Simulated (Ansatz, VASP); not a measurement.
## One calculation of NaF, two programs

File INCAR:

```
PREC = Accurate
ENCUT = 520
EDIFF = 1E-7
ISMEAR = 0
SIGMA = 0.05
LREAL = F
LASPH = T
NELM = 80
ALGO = Normal
ISIF = 2
LWAVE = F
LCHARG = F
NBANDS = 14
```

KPOINTS

```
Automatic mesh
0
Gamma
  8 8 8
```

Contents of POSCAR:

```
NaF
1.0
    0.0000000000      2.3813825000      2.2652175000
    2.3813825000      0.0000000000      2.2652175000
    2.3813825000      2.3813825000      0.0000000000
Na F
1 1
Direct
    0.0000000000      0.0000000000      0.0000000000
    0.5000000000      0.5000000000      0.5000000000
```

Input for Ansatz:

```yaml
crystal:
  lattice:
    - [0.0, 2.3813825, 2.2652175]
    - [2.3813825, 0.0, 2.2652175]
    - [2.3813825, 2.3813825, 0.0]
  atoms:
    - { symbol: Na, position: [0.0, 0.0, 0.0] }
    - { symbol: F, position: [0.5, 0.5, 0.5] }
basis:
  ecutwfc: 420
kpoints:
  mp_grid: { grid: [8, 8, 8] }
hamiltonian:
  xc: lda
scf:
  occupations: { method: gaussian, width: 0.05 }
output:
  forces: true
  stress: true
  eigenvalues: true
```

Change from the starting cell: strain +0.025 along x and y, -0.025 along z, atoms carried along.

Alike in both runs: task single point; functional LDA; k mesh 8 × 8 × 8; occupations gaussian, width 0.05 eV; no spin polarisation.

```csv
,VASP,Ansatz
version,VASP 6.6.1,Ansatz 0.2.0
potentials or method,"VASP PAW LDA potentials, release 64 (Na_pv, F), cutoff 520 eV","scalar-relativistic, plane waves, PAW"
valence electrons in the cell,14,16
```

```csv
,VASP,Ansatz,Ansatz less VASP
gap on the k mesh at the Fermi level (eV),5.78,5.80,+0.021
least direct gap on the mesh (eV),5.78,5.80,+0.021
pressure (GPa),-5.3,-5.2,+0.08
"traceless stress, the component that is largest in VASP (GPa)",2.07,2.00,-0.070
```

LDA's correlation is that of Perdew and Zunger in VASP and of Perdew and Wang (1992) in Ansatz. VASP's potentials hold 14 valence electrons a cell and Ansatz's 16, so a difference there can come from the potentials and not from the codes.
